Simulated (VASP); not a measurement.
Here is a VASP 6.6.1 calculation.

Contents of INCAR:

```
ALGO = Normal ; EDIFF = 1E-6
ENCUT = 1340 ; GGA = PE
GGA_COMPAT = F ; ISIF = 2
ISMEAR = 0 ; LASPH = T
LCHARG = T ; LELF = T
LREAL = F ; LVHAR = T
LWAVE = F ; NBANDS = 26
NELM = 120 ; PREC = Accurate
SIGMA = 0.15
```

File KPOINTS:

```
k-points
0
Gamma
  3 3 3
```

File POSCAR:

```
Be2ZnO3
1.0
    4.3780870822      0.0000000000      0.0000000000
    0.0000000000      4.3780870822      0.0000000000
    0.0000000000      0.0000000000      5.2521737370
Be Zn O
2 1 3
Direct
    0.5000000000      0.0000000000      0.5000000000
    0.0000000000      0.5000000000      0.5000000000
    0.0000000000      0.0000000000      0.5000000000
    0.5000000000      0.5000000000      0.0000000000
    0.0000000000      0.0000000000      0.8821228975
    0.0000000000      0.0000000000      0.1178771025
```

Potentials or basis: VASP PAW PBE potentials, release 64 (Be, Zn, O_h).

Launch:

```bash
$ cat potpaw_PBE.64/Be/POTCAR potpaw_PBE.64/Zn/POTCAR potpaw_PBE.64/O_h/POTCAR > POTCAR
$ mpirun -np 1 vasp_std > vasp.out
```

(1) What does it give for the pressure?

(2) Predict the band gap on the k mesh.

## Answers

(1) 0.4 GPa.

(2) zero (bands 17 and 18 overlap by 0.07 eV).

Caveat: the k points lie up to 0.48 Å⁻¹ apart; semilocal functionals underestimate gaps, and a narrow one can read as zero.
